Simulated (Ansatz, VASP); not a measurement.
**Two plane-wave programs on Co2Ru**

File INCAR:

```
SYSTEM = Co2Ru
PREC = Accurate
ENCUT = 520
EDIFF = 1E-6
ISMEAR = 0
SIGMA = 0.1
LREAL = .False.
LASPH = .True.
NELM = 150
ALGO = Normal
ISIF = 2
LWAVE = .False.
LCHARG = .False.
ISPIN = 2
MAGMOM = 3 3 0
LORBIT = 11
LMAXMIX = 4
GGA = PE
NBANDS = 27
```

The input KPOINTS:

```
regular mesh
0
Gamma
  6 6 6
  0 0 0
```

The input POSCAR:

```
Co2Ru
1.0
    0.0000000000      2.5285329049      2.5285329049
    2.5285329049      0.0000000000      2.5285329049
    2.5285329049      2.5285329049      0.0000000000
Co Ru
2 1
Direct
    0.2500000000      0.2500000000      0.2500000000
    0.7500000000      0.7500000000      0.7500000000
    0.0000000000      0.0000000000      0.0000000000
```

Input for Ansatz:

```yaml
crystal:
  lattice:
    - [0.0, 2.5285329049, 2.5285329049]
    - [2.5285329049, 0.0, 2.5285329049]
    - [2.5285329049, 2.5285329049, 0.0]
  atoms:
    - { symbol: Co, position: [0.25, 0.25, 0.25], spin: 3.0 }
    - { symbol: Co, position: [0.75, 0.75, 0.75], spin: 3.0 }
    - { symbol: Ru, position: [0.0, 0.0, 0.0] }
basis:
  ecutwfc: 420
kpoints:
  mp_grid: { grid: [6, 6, 6] }
hamiltonian:
  xc: pbe
scf:
  occupations: { method: gaussian, width: 0.1 }
  lower_state_search: "off"
output:
  forces: true
  stress: true
  eigenvalues: true
  populations: true
magnetization:
  spin_polarized: true
```

Alike in both runs: task single point; functional PBE; k mesh 6 × 6 × 6; occupations gaussian, width 0.1 eV; collinear spin.

```csv
,VASP,Ansatz
version,VASP 6.6.1,Ansatz 0.2.0
potentials or method,"VASP PAW PBE potentials, release 64 (Co, Ru_pv), cutoff 520 eV","scalar-relativistic, plane waves, PAW"
valence electrons in the cell,32,50
```

```csv
,VASP,Ansatz,Ansatz less VASP
gap on the k mesh at the Fermi level (eV),none,none,-
net moment per atom (μB),0.51,0.52,+0.005
size of the moment on the site where the two differ most (μB),0.58,0.61,+0.024
```

Site moments also hang on the region over which each program counts them. A gap of «none» marks a metal or a gap that the smearing closes. VASP's potentials hold 32 valence electrons a cell and Ansatz's 50, so a difference there can come from the potentials and not from the codes.
